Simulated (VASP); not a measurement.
Crystal: SnSe2.

```xyz
3
Lattice="0.0000 3.4456 3.4456 3.4456 0.0000 3.4456 3.4456 3.4456 0.0000" Properties=species:S:1:pos:R:3 pbc="T T T"
Sn    0.0000    0.0000    0.0000
Se    1.7228    1.7228    1.7228
Se    5.1683    5.1683    5.1683
```

- Program: VASP 6.6.1
- Task: relaxation of cell and atoms
- Functional: r2SCAN
- Potentials or basis: VASP PAW PBE potentials, release 64 (Sn_d, Se)
- Cutoff: 600 eV
- k mesh: 6 × 6 × 6
- Occupations: fermi-dirac, width 0.02 eV
- Spin: no spin polarisation

At the start: pressure -1.7 GPa; volume 27.27 Å³/atom.

Q: Where does the relaxation end?

A: Over 3 steps the energy falls by 5.2 meV/atom and the volume is 26.35 Å³/atom (-3.4 %); space group Fm-3m (No. 225, to 0.05 Å).

The path:
| step | energy change (eV) | largest force (eV/Å) | pressure (GPa) | volume (Å³) |
| --- | --- | --- | --- | --- |
| 1 | 0.0000 | 0.0000 | -1.73 | 81.81 |
| 2 | -0.0145 | 0.0000 | 0.49 | 78.37 |
| 3 | -0.0155 | 0.0000 | 0.00 | 79.05 |

Final structure:
```
CELL_PARAMETERS angstrom
0.00000 3.40631 3.40631
3.40631 0.00000 3.40631
3.40631 3.40631 0.00000
ATOMIC_POSITIONS crystal
Sn 0.00000 0.00000 0.00000
Se 0.25000 0.25000 0.25000
Se 0.75000 0.75000 0.75000
```

Caveat: the PAW data sets were made with another functional, which shifts forces and pressure a little.
